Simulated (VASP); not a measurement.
# Rb (Fm-3m) in VASP: a series of runs, part 3 of 3

VASP 6.6.1. Earlier steps stand in the parts before.

## 4. Single point, PBE+D3(BJ)

This run uses another cell than the first one: it holds 2 atoms, not 1.

INCAR

```
SYSTEM = Rb
  PREC = Accurate
  ENCUT = 520
  EDIFF = 1E-7
  ISMEAR = 0
  SIGMA = 0.15
  LREAL = .FALSE.
  LASPH = .TRUE.
  NELM = 80
  ALGO = Fast
  ISIF = 2
  LWAVE = .FALSE.
  LCHARG = .TRUE.
  GGA = PE
  IVDW = 12
  LELF = .TRUE.
  LVHAR = .TRUE.
  NBANDS = 16
```

KPOINTS

```
Automatic mesh
0
G
  8 8 6
  0 0 0
```

POSCAR

```
Rb
1.0
    0.0000000000     -3.5065327232     -3.5065327232
    0.0000000000      3.5065327232     -3.5065327232
    7.0130654464      0.0000000000      0.0000000000
Rb
2
Direct
    0.5000000000      0.5000000000      0.5000000000
    0.0000000000      0.0000000000      0.0000000000
```

Potentials or basis: VASP PAW PBE potentials, release 64 (Rb_sv).

On the command line:

```console
cat potpaw_PBE.64/Rb_sv/POTCAR > POTCAR
mpirun -np 1 vasp_std > vasp.out
```

OUTCAR:

```text
SYSTEM = Rb
   PREC = Accurate
   ENCUT = 520
   EDIFF = 1E-7
   ISMEAR = 0
   LREAL = .FALSE.
   LASPH = .TRUE.
   NELM = 80
   ISIF = 2
   GGA = PE
   IVDW = 12
 IVDW          = 12

 ion  position               nearest neighbor table
   1  0.500  0.500  0.500-   2 4.96   2 4.96   2 4.96   2 4.96   2 4.96   2 4.96   2 4.96   2 4.96

   2  0.000  0.000  0.000-   1 4.96   1 4.96   1 4.96   1 4.96   1 4.96   1 4.96   1 4.96   1 4.96

  LATTYP: Found a simple tetragonal cell.
 ALAT       =     4.9589861341
 C/A-ratio  =     1.4142135624

  Lattice vectors:

 A1 = (   0.0000000000,  -3.5065327232,  -3.5065327232)
 A2 = (   0.0000000000,   3.5065327232,  -3.5065327232)
 A3 = (   7.0130654464,   0.0000000000,   0.0000000000)

Analysis of symmetry for initial positions (statically):
=====================================================================
 Subroutine PRICEL returns following result:

  LATTYP: Found a face centered cubic cell.
 ALAT       =     7.0130654464

  Lattice vectors:

 A1 = (  -3.5065327232,   0.0000000000,   3.5065327232)
 A2 = (  -3.5065327232,  -3.5065327232,   0.0000000000)
 A3 = (   0.0000000000,  -3.5065327232,   3.5065327232)

   2 primitive cells build up your supercell.

 Routine SETGRP: Setting up the symmetry group for a
 simple tetragonal supercell.

 Subroutine GETGRP returns: Found 16 space group operations
 (whereof 16 operations were pure point group operations)
 out of a pool of 16 trial point group operations.

The static configuration has the point symmetry D_4h.

Analysis of symmetry for dynamics (positions and initial velocities):
=====================================================================
 Subroutine PRICEL returns following result:

  LATTYP: Found a face centered cubic cell.
 ALAT       =     7.0130654464

  Lattice vectors:

 A1 = (  -3.5065327232,   0.0000000000,   3.5065327232)
 A2 = (  -3.5065327232,  -3.5065327232,   0.0000000000)
 A3 = (   0.0000000000,  -3.5065327232,   3.5065327232)

   2 primitive cells build up your supercell.

 Routine SETGRP: Setting up the symmetry group for a
 simple tetragonal supercell.

 Subroutine GETGRP returns: Found 16 space group operations
 (whereof 16 operations were pure point group operations)
 out of a pool of 16 trial point group operations.

The dynamic configuration has the point symmetry D_4h.

 Subroutine INISYM returns: Found 16 space group operations
 (whereof 16 operations are pure point group operations),
 and found     2 'primitive' translations

----------------------------------------------------------------------------------------

                                     Primitive cell

  volume of cell :      86.2311

  direct lattice vectors                    reciprocal lattice vectors
    -3.506532723  0.000000000  3.506532723    -0.142590998  0.142590998  0.142590998
    -3.506532723 -3.506532723  0.000000000    -0.142590998 -0.142590998 -0.142590998
     0.000000000 -3.506532723  3.506532723     0.142590998 -0.142590998  0.142590998

  length of vectors
     4.958986134  4.958986134  4.958986134     0.246974853  0.246974853  0.246974853

  position of ions in fractional coordinates (direct lattice)
[... 29 lines left out ...]

 Found     60 irreducible k-points:

 Following reciprocal coordinates:
            Coordinates               Weight
  0.000000  0.000000  0.000000      1.000000
  0.125000  0.000000  0.000000      4.000000
  0.250000  0.000000  0.000000      4.000000
  0.375000  0.000000  0.000000      4.000000
  0.500000  0.000000  0.000000      2.000000
  0.125000  0.125000  0.000000      4.000000
[... 16 lines left out ...]
  0.375000  0.125000  0.166667     16.000000
  0.500000  0.125000  0.166667      8.000000
 [... further k-points ...]
   k-points           NKPTS =     60   k-points in BZ     NKDIM =     60   number of bands    NBANDS=     16
   number of dos      NEDOS =    301   number of ions     NIONS =      2
   total plane-waves  NPLWV =  86400
   dimension x,y,z NGX =    40 NGY =   40 NGZ =   54
   dimension x,y,z NGXF=    80 NGYF=   80 NGZF=  108
   ions per type =               2
   NGX,Y,Z   is equivalent  to a cutoff of  13.41, 13.41, 12.80 a.u.
   NGXF,Y,Z  is equivalent  to a cutoff of  26.82, 26.82, 25.60 a.u.
 SYSTEM =  Rb
   PREC   = accura    normal or accurate (medium, high low for compatibility)
   ISTART =      0    job   : 0-new  1-cont  2-samecut
   ICHARG =      2    charge: 1-file 2-atom 10-const
   ISPIN  =      1    spin polarized calculation?
   LNONCOLLINEAR =      F non collinear calculations
   LSORBIT =      F    spin-orbit coupling
   LASPH  =      T    aspherical Exc in radial PAW
   ENCUT  =  520.0 eV  38.22 Ry    6.18 a.u.   9.22  9.22 13.04*2*pi/ulx,y,z
   NELM   =     80;   NELMIN=  2; NELMDL= -5     # of ELM steps
   EDIFF  = 0.1E-06   stopping-criterion for ELM
   LREAL  =      F    real-space projection
   EDIFFG = 0.1E-05   stopping-criterion for IOM
   NSW    =      0    number of steps for IOM
   IBRION =     -1    ionic relax: 0-MD 1-quasi-New 2-CG
   NFREE  =      0    steps in history (QN), initial steepest desc. (CG)
   ISIF   =      2    stress and relaxation
   ISYM   =      2    0-nonsym 1-usesym 2-fastsym
   POTIM  = 0.5000    time-step for ionic-motion
   TEBEG  =    0.0;   TEEND  =   0.0 temperature during run
   PSTRESS=    0.0 pullay stress
   NELECT =      18.0000    total number of electrons
   NUPDOWN=      -1.0000    fix difference up-down
   EMIN   =  10.00;   EMAX   =-10.00  energy-range for DOS
   EFERMI =   0.00;   METHOD = LEGACY
   ISMEAR =     0;   SIGMA  =   0.15  broadening in eV -4-tet -1-fermi 0-gaus
   EFERMI_NEDOS =   21; number of points for ismear=-14 and -15
   IALGO  =     68    algorithm
   IMIX   =      4    mixing-type and parameters
     AMIX     =   0.40;   BMIX     =  1.00
     AMIX_MAG =   1.60;   BMIX_MAG =  1.00
  volume/ion in A,a.u.               =      86.23       581.92
  Fermi-wavevector in a.u.,A,eV,Ry     =   0.770787  1.456576  8.083395  0.594113
  Thomas-Fermi vector in A             =   1.872066
   LORBIT       =      0    0 simple, 1 ext, 2 COOP (PROOUT), +10 PAW based schemes
   GGA     = PE    functional components
   LHFCALC =     F    Hartree Fock is set to
   AEXX    =    0.0000 exact exchange contribution
   IVDW    =    12    specifies the selected vdW correction
   LEPSILON=     F    determine dielectric tensor
   LRPA    =     F    only Hartree local field effects (RPA)
 non-spin polarized calculation
 RMM-DIIS sequential band-by-band and
 Gauss-broadening in eV      SIGMA  =   0.15
  energy-cutoff  :      520.00
  volume of cell :      172.46
 maximum number of plane-waves:      4692
 NGX is ok and might be reduce to    40

 number of electron      18.0000000 magnetization

 Free energy of the ion-electron system (eV)
  ---------------------------------------------------
  ext. energy  EPLUGINS =         0.00000000
  ---------------------------------------------------
  free energy    TOTEN  =        -1.87723260 eV

  energy without entropy =       -1.85680098  energy(sigma->0) =       -1.86701679

 E-fermi :   0.1254     XC(G=0):  -5.5968

 val. band max:        0.1003249211   @ k =   0.5000   0.0000   0.3333
 cond. band min:       0.1362051523   @ k =   0.2500   0.1250   0.3333
 fundamental gap:      0.0358802312
 Fermi energy:         0.1254165920

 k-point     1 :       0.0000    0.0000    0.0000
  band No.  band energies     occupation
      1     -28.7349      2.00000
      2     -28.7283      2.00000
      3     -12.8797      2.00000
      4     -12.8139      2.00000
      5     -12.8139      2.00000
      6     -12.7727      2.00000
[... 433 lines left out ...]
      3     -12.8649      2.00000
      4     -12.8649      2.00000
      5     -12.8106      2.00000
      6     -12.8106      2.00000
[... 8 lines left out ...]
     15       3.8112      0.00000
     16       3.8112      0.00000

 [... further k-points ...]

------------------------ aborting loop because EDIFF is reached ----------------------------------------

 Edisp (eV)   -0.21357

 E8    (eV) :    -0.1222

  FORCE on cell =-STRESS in cart. coord.  units (eV):
  Direction    XX          YY          ZZ          XY          YZ          ZX
  --------------------------------------------------------------------------------------
  -------------------------------------------------------------------------------------
  Total      -0.02521    -0.00712    -0.00712     0.00000     0.00000    -0.00000
  in kB      -0.23424    -0.06616    -0.06616     0.00000     0.00000    -0.00000
  external pressure =       -0.12 kB  Pullay stress =        0.00 kB

 VOLUME and BASIS-vectors are now :
 -----------------------------------------------------------------------------
  energy-cutoff  :      520.00
  volume of cell :      172.46
      direct lattice vectors                 reciprocal lattice vectors
     0.000000000 -3.506532723 -3.506532723     0.000000000 -0.142590998 -0.142590998
     0.000000000  3.506532723 -3.506532723     0.000000000  0.142590998 -0.142590998
     7.013065446  0.000000000  0.000000000     0.142590998  0.000000000  0.000000000

 POSITION                                       TOTAL-FORCE (eV/Angst)
 -----------------------------------------------------------------------------------
      3.50653      0.00000     -3.50653        -0.000000      0.000000      0.000000
      0.00000      0.00000      0.00000         0.000000     -0.000000     -0.000000
 -----------------------------------------------------------------------------------
    total drift:                               -0.000000      0.000000     -0.000000

  FREE ENERGIE OF THE ION-ELECTRON SYSTEM (eV)
  ---------------------------------------------------
  free  energy   TOTEN  =        -2.0908026615 eV

  energy  without entropy=       -2.0703710385  energy(sigma->0) =       -2.08058685
```

Wall time 3.3 min (1 thread of Intel Xeon Platinum 8259CL at 2.50GHz (Skylake/Cascade Lake), shared host); peak memory 0.35 GiB.

What came out:

| Property | Result |
| --- | --- |
| Free energy | -2.0908 eV |
| Pressure | 0.0 GPa |
| Band gap on the k mesh | zero (band 9 reaches 1.29 eV, above the bottom of band 10 at -0.98 eV) |
| Dispersion energy per atom | -0.107 eV |

Caveat: pairwise dispersion overbinds metals, which lowers pressure and volume.

## 5. Summary

| cell | k mesh | smearing | gap on the mesh (eV) | pressure (GPa) |
| --- | --- | --- | --- | --- |
| a = 4.752 Å, angles 60.0°, 1 atom | 10 × 10 × 10 | gaussian 0.1 eV | none | 0.5 |
| a = 4.959 Å, angles 60.0°, 1 atom | 8 × 8 × 8 | gaussian 0.15 eV | none | 0.0 |
| a = 4.959, b = 4.959, c = 7.013 Å, 2 atoms | 8 × 8 × 6 | gaussian 0.15 eV | none | 0.0 |

Alike in all rows: task single point; level PBE+D3(BJ); potentials or basis VASP PAW PBE potentials, release 64 (Rb_sv); no spin polarisation; cutoff (eV) 520.

Caveats: pairwise dispersion overbinds metals, which lowers pressure and volume.

Total energies depend on the potentials used, so only differences within one code and one set of settings carry meaning.
